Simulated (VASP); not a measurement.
# MoS2 (R3m) in VASP: single point with LDA

Aim: the single point of MoS2 with LDA.

Program: VASP 6.6.1. These are calculated values, not measurements. Logs are shortened: lines on timing, memory, paths and dates and some standing lists are left out, and cuts for length are marked.

**1. The cell of the first run**

It takes space group R3m (No. 160, trigonal). The conventional cell has a = 3.160 Å, b = 3.160 Å, c = 18.450 Å, α = 90.00°, β = 90.00°, γ = 120.00°. Within 3.2 Å of Mo (site symmetry 3m) lie 6 S at 2.39 Å and 6 Mo at 3.16 Å. Within 3.2 Å of S (site symmetry 3m) lie 3 Mo at 2.39 Å and 7 S at 3.08 to 3.16 Å. S (site symmetry 3m) has 3 Mo at 2.39 Å and 7 S at 3.08 to 3.16 Å within 3.2 Å.

**2. Single point, LDA**

Input file INCAR:

```
SYSTEM = MoS2
ALGO = Normal ; EDIFF = 1E-6
ENCUT = 520 ; ISIF = 2
ISMEAR = -1 ; LASPH = .TRUE.
LCHARG = .FALSE. ; LREAL = .FALSE.
LWAVE = .FALSE. ; NBANDS = 20
NELM = 100 ; PREC = Accurate
SIGMA = 0.05
```

Input file KPOINTS:

```
k-points
0
G
  12 12 12
  0 0 0
```

Input file POSCAR:

```
MoS2
1.0
    1.5800000000      0.9122130000      6.1500000000
   -1.5800000000      0.9122130000      6.1500000000
    0.0000000000     -1.8244270000      6.1500000000
Mo S
1 2
Direct
    0.0000000000      0.0000000000      0.0000000000
    0.2500000000      0.2500000000      0.2500000000
    0.4170000000      0.4170000000      0.4170000000
```

Potentials or basis: VASP PAW LDA potentials, release 64 (Mo_sv, S).

Launch:

```sh
> cat potpaw_LDA.64/Mo_sv/POTCAR potpaw_LDA.64/S/POTCAR > POTCAR
> mpirun -np 1 vasp_std > vasp.out
```

OUTCAR:

```text
SYSTEM = MoS2
   EDIFF = 1E-6
   ENCUT = 520
   ISIF = 2
   ISMEAR = -1
   LASPH = .TRUE.
   LREAL = .FALSE.
   NELM = 100
   PREC = Accurate

 ion  position               nearest neighbor table
   1  0.000  0.000  0.000-   2 2.39   2 2.39   2 2.39   3 2.39   3 2.39   3 2.39
   2  0.250  0.250  0.250-   1 2.39   1 2.39   1 2.39
   3  0.417  0.417  0.417-   1 2.39   1 2.39   1 2.39

  LATTYP: Found a trigonal (rhomboedric) cell.
 ALAT       =     6.4149070576
 COS(alpha) =     0.8786713312

  Lattice vectors:

 A1 = (   1.5800000000,   0.9122130000,   6.1500000000)
 A2 = (  -1.5800000000,   0.9122130000,   6.1500000000)
 A3 = (   0.0000000000,  -1.8244270000,   6.1500000000)

Analysis of symmetry for initial positions (statically):
=====================================================================
 Subroutine PRICEL returns:
 Original cell was already a primitive cell.

 Routine SETGRP: Setting up the symmetry group for a
 trigonal (rhombohedral) supercell.

 Subroutine GETGRP returns: Found  6 space group operations
 (whereof  6 operations were pure point group operations)
 out of a pool of 12 trial point group operations.

The static configuration has the point symmetry C_3v.

Analysis of symmetry for dynamics (positions and initial velocities):
=====================================================================
 Subroutine PRICEL returns:
 Original cell was already a primitive cell.

 Routine SETGRP: Setting up the symmetry group for a
 trigonal (rhombohedral) supercell.

 Subroutine GETGRP returns: Found  6 space group operations
 (whereof  6 operations were pure point group operations)
 out of a pool of 12 trial point group operations.

The dynamic configuration has the point symmetry C_3v.

 Subroutine INISYM returns: Found  6 space group operations
 (whereof  6 operations are pure point group operations),
 and found     1 'primitive' translations

----------------------------------------------------------------------------------------

                                     Primitive cell

  volume of cell :      53.1839

  direct lattice vectors                    reciprocal lattice vectors
     1.580000000  0.912213000  6.150000000     0.316455696  0.182705800  0.054200552
    -1.580000000  0.912213000  6.150000000    -0.316455696  0.182705800  0.054200552
     0.000000000 -1.824427000  6.150000000     0.000000000 -0.365411600  0.054200522

  length of vectors
     6.414907058  6.414907058  6.414907161     0.369409416  0.369409416  0.369409439

  position of ions in fractional coordinates (direct lattice)
     0.000000000  0.000000000  0.000000000
     0.250000000  0.250000000  0.250000000
     0.417000000  0.417000000  0.417000000

  ion indices of the primitive-cell ions
   primitive index   ion index
                 1           1
                 2           2
                 3           3

----------------------------------------------------------------------------------------

 KPOINTS: k-points

Automatic generation of k-mesh.
 Grid dimensions read from file:
 generate k-points for:   12   12   12

 Generating k-lattice:

  Cartesian coordinates                     Fractional coordinates (reciprocal lattice)
     0.026371308  0.015225483  0.004516713     0.083333333 -0.000000000  0.000000000
    -0.026371308  0.015225483  0.004516713    -0.000000000  0.083333333  0.000000000
     0.000000000 -0.030450967  0.004516710     0.000000000  0.000000000  0.083333333

  Length of vectors
     0.030784118  0.030784118  0.030784120

  Shift w.r.t. Gamma in fractional coordinates (k-lattice)
     0.000000000  0.000000000  0.000000000

 Subroutine IBZKPT returns following result:
 ===========================================

 Found    189 irreducible k-points:

 Following reciprocal coordinates:
            Coordinates               Weight
  0.000000  0.000000  0.000000      1.000000
  0.083333  0.000000  0.000000      6.000000
  0.166667  0.000000  0.000000      6.000000
  0.250000  0.000000  0.000000      6.000000
  0.333333  0.000000  0.000000      6.000000
  0.416667 -0.000000  0.000000      6.000000
[... 16 lines left out ...]
  0.500000  0.166667  0.000000     12.000000
 -0.416667  0.166667 -0.000000     12.000000
 [... further k-points ...]
   k-points           NKPTS =    189   k-points in BZ     NKDIM =    189   number of bands    NBANDS=     20
   number of dos      NEDOS =    301   number of ions     NIONS =      3
   total plane-waves  NPLWV = 110592
   dimension x,y,z NGX =    48 NGY =   48 NGZ =   48
   dimension x,y,z NGXF=    96 NGYF=   96 NGZF=   96
   ions per type =               1   2
   NGX,Y,Z   is equivalent  to a cutoff of  12.44, 12.44, 12.44 a.u.
   NGXF,Y,Z  is equivalent  to a cutoff of  24.88, 24.88, 24.88 a.u.
 SYSTEM =  MoS2
   PREC   = accura    normal or accurate (medium, high low for compatibility)
   ISTART =      0    job   : 0-new  1-cont  2-samecut
   ICHARG =      2    charge: 1-file 2-atom 10-const
   ISPIN  =      1    spin polarized calculation?
   LNONCOLLINEAR =      F non collinear calculations
   LSORBIT =      F    spin-orbit coupling
   LASPH  =      T    aspherical Exc in radial PAW
   ENCUT  =  520.0 eV  38.22 Ry    6.18 a.u.  11.93 11.93 11.93*2*pi/ulx,y,z
   NELM   =    100;   NELMIN=  2; NELMDL= -5     # of ELM steps
   EDIFF  = 0.1E-05   stopping-criterion for ELM
   LREAL  =      F    real-space projection
   EDIFFG = 0.1E-04   stopping-criterion for IOM
   NSW    =      0    number of steps for IOM
   IBRION =     -1    ionic relax: 0-MD 1-quasi-New 2-CG
   NFREE  =      0    steps in history (QN), initial steepest desc. (CG)
   ISIF   =      2    stress and relaxation
   ISYM   =      2    0-nonsym 1-usesym 2-fastsym
   POTIM  = 0.5000    time-step for ionic-motion
   TEBEG  =    0.0;   TEEND  =   0.0 temperature during run
   PSTRESS=    0.0 pullay stress
   NELECT =      26.0000    total number of electrons
   NUPDOWN=      -1.0000    fix difference up-down
   EMIN   =  10.00;   EMAX   =-10.00  energy-range for DOS
   EFERMI =   0.00;   METHOD = LEGACY
   ISMEAR =    -1;   SIGMA  =   0.05  broadening in eV -4-tet -1-fermi 0-gaus
   EFERMI_NEDOS =   21; number of points for ismear=-14 and -15
   IALGO  =     38    algorithm
   IMIX   =      4    mixing-type and parameters
     AMIX     =   0.40;   BMIX     =  1.00
     AMIX_MAG =   1.60;   BMIX_MAG =  1.00
  volume/ion in A,a.u.               =      17.73       119.63
  Fermi-wavevector in a.u.,A,eV,Ry     =   1.289652  2.437090 22.629253  1.663203
  Thomas-Fermi vector in A             =   2.421532
   LORBIT       =      0    0 simple, 1 ext, 2 COOP (PROOUT), +10 PAW based schemes
   GGA     = CA    functional components
   LHFCALC =     F    Hartree Fock is set to
   AEXX    =    0.0000 exact exchange contribution
   IVDW    =     0    specifies the selected vdW correction
   LEPSILON=     F    determine dielectric tensor
   LRPA    =     F    only Hartree local field effects (RPA)
 non-spin polarized calculation
  energy-cutoff  :      520.00
  volume of cell :       53.18
 maximum number of plane-waves:      1447
   NGX = 23   NGY = 23   NGZ = 23

 number of electron      25.9999998 magnetization

 Free energy of the ion-electron system (eV)
  ---------------------------------------------------
  ext. energy  EPLUGINS =         0.00000000
  ---------------------------------------------------
  free energy    TOTEN  =       -24.46137396 eV

  energy without entropy =      -24.46137222  energy(sigma->0) =      -24.46137309

 E-fermi :   7.9014     XC(G=0): -11.1294

 val. band max:        7.5270898911   @ k =   0.5000   0.5000   0.5000
 cond. band min:       8.4015072801   @ k =  -0.1667   0.1667   0.0000
 fundamental gap:      0.8744173890
 Fermi energy:         7.9014221393

 k-point     1 :       0.0000    0.0000    0.0000
  band No.  band energies     occupation
      1     -53.7032      2.00000
      2     -28.0719      2.00000
      3     -27.8275      2.00000
      4     -27.8275      2.00000
      5      -7.5428      2.00000
      6      -5.7930      2.00000
[... 12 lines left out ...]
     19      15.5420      0.00000
     20      15.8284      0.00000

 k-point     2 :       0.0833    0.0000    0.0000
  band No.  band energies     occupation
      1     -53.7003      2.00000
      2     -28.0663      2.00000
      3     -27.8562      2.00000
      4     -27.8340      2.00000
      5      -7.4330      2.00000
      6      -5.7607      2.00000
[... 12 lines left out ...]
     19      15.8748      0.00000
     20      16.0395      0.00000

 k-point     3 :       0.1667    0.0000    0.0000
  band No.  band energies     occupation
      1     -53.6925      2.00000
      2     -28.0509      2.00000
      3     -27.9337      2.00000
      4     -27.8516      2.00000
      5      -7.1199      2.00000
      6      -5.6683      2.00000
[... 12 lines left out ...]
     19      16.0210      0.00000
     20      16.5691      0.00000

 k-point     4 :       0.2500    0.0000    0.0000
  band No.  band energies     occupation
      1     -53.6817      2.00000
      2     -28.0382      2.00000
      3     -28.0298      2.00000
      4     -27.8756      2.00000
      5      -6.6537      2.00000
      6      -5.5313      2.00000
[... 12 lines left out ...]
     19      15.6584      0.00000
     20      16.3724      0.00000

 k-point     5 :       0.3333    0.0000    0.0000
  band No.  band energies     occupation
      1     -53.6709      2.00000
      2     -28.1409      2.00000
      3     -28.0086      2.00000
      4     -27.8995      2.00000
      5      -6.1249      2.00000
      6      -5.3802      2.00000
[... 12 lines left out ...]
     19      14.8113      0.00000
     20      15.2623      0.00000
[... 353 lines left out ...]
      6      -5.4942      2.00000
[... 12 lines left out ...]
     19      15.7786      0.00000
     20      16.4540      0.00000

 k-point    22 :       0.4167    0.1667    0.0000
  band No.  band energies     occupation
      1     -53.6670      2.00000
      2     -28.1407      2.00000
      3     -28.0008      2.00000
      4     -27.9470      2.00000
      5      -5.8933      2.00000
      6      -5.3420      2.00000
[... 12 lines left out ...]
     19      15.5179      0.00000
     20      16.1354      0.00000

 k-point    23 :       0.5000    0.1667    0.0000
  band No.  band energies     occupation
      1     -53.6601      2.00000
      2     -28.1905      2.00000
      3     -27.9873      2.00000
      4     -27.9771      2.00000
      5      -5.5017      2.00000
      6      -5.2115      2.00000
[... 12 lines left out ...]
     19      15.5755      0.00000
     20      16.0201      0.00000

 k-point    24 :      -0.4167    0.1667   -0.0000
  band No.  band energies     occupation
      1     -53.6576      2.00000
      2     -28.2085      2.00000
      3     -27.9883      2.00000
      4     -27.9824      2.00000
      5      -5.3517      2.00000
      6      -5.1544      2.00000
[... 12 lines left out ...]
     19      15.7204      0.00000
     20      16.0544      0.00000

 [... further k-points ...]

------------------------ aborting loop because EDIFF is reached ----------------------------------------

  FORCE on cell =-STRESS in cart. coord.  units (eV):
  Direction    XX          YY          ZZ          XY          YZ          ZX
  --------------------------------------------------------------------------------------
  -------------------------------------------------------------------------------------
  Total       -1.0389162     -1.0389160     -0.2243240      0.0000000      0.0000000      0.0000000
  in kB      -31.2976148    -31.2976085     -6.7578176      0.0000000      0.0000004      0.0000000
  external PRESSURE =     -23.1176803 kB  Pullay stress =       0.0000000 kB

 VOLUME and BASIS-vectors are now :
 -----------------------------------------------------------------------------
  energy-cutoff  :      520.00
  volume of cell :       53.18
      direct lattice vectors                 reciprocal lattice vectors
     1.580000000  0.912213000  6.150000000     0.316455696  0.182705800  0.054200552
    -1.580000000  0.912213000  6.150000000    -0.316455696  0.182705800  0.054200552
     0.000000000 -1.824427000  6.150000000     0.000000000 -0.365411600  0.054200522

 POSITION                                       TOTAL-FORCE (eV/Angst)
 -----------------------------------------------------------------------------------
      0.00000      0.00000      0.00000         0.000000     -0.000000      0.083422
      0.00000     -0.00000      4.61250         0.000000      0.000000     -0.097531
      0.00000     -0.00000      7.69365         0.000000     -0.000000      0.014109
 -----------------------------------------------------------------------------------
    total drift:                                0.000000     -0.000003      0.000063

  FREE ENERGIE OF THE ION-ELECTRON SYSTEM (eV)
  ---------------------------------------------------
  free  energy   TOTEN  =       -24.4613739570 eV

  energy  without entropy=      -24.4613722229  energy(sigma->0) =      -24.46137309
```

Run time: 6.5 min. Hardware: 1 thread of Intel Xeon Platinum 8375C at 2.90GHz (Ice Lake), shared host; peak memory 0.37 GiB.

Results:

* Free energy: -24.4614 eV
* Pressure: -2.3 GPa
* Largest force: 0.098 eV/Å
* Band gap on the k mesh: 0.87 eV, indirect (least direct gap 1.71 eV)

Forces in eV/Å, atoms in the order of the input:
```
Mo   0.000  0.000  0.083
S    0.000  0.000 -0.098
S    0.000  0.000  0.014
```

Levels at points of the mesh, in eV from the valence-band top:
| k point | band 9 | band 10 | band 11 | band 12 | band 13 | band 14 | band 15 | band 16 | band 17 | band 18 |
| --- | --- | --- | --- | --- | --- | --- | --- | --- | --- | --- |
| (0.00, 0.00, 0.00) | -3.50 | -2.36 | -2.36 | -1.27 | -1.22 | 2.00 | 2.00 | 2.44 | 2.44 | 5.38 |
| (0.50, 0.00, 0.00) | -5.08 | -4.08 | -2.35 | -1.66 | -1.52 | 1.55 | 1.97 | 3.41 | 3.48 | 5.14 |
| (0.50, 0.50, 0.00) | -4.79 | -4.01 | -2.94 | -1.84 | -1.34 | 1.51 | 2.10 | 2.93 | 3.91 | 5.91 |
| (0.50, 0.50, 0.50) | -3.51 | -3.51 | -2.33 | -2.33 | 0.00 | 2.10 | 2.10 | 2.30 | 2.30 | 5.49 |
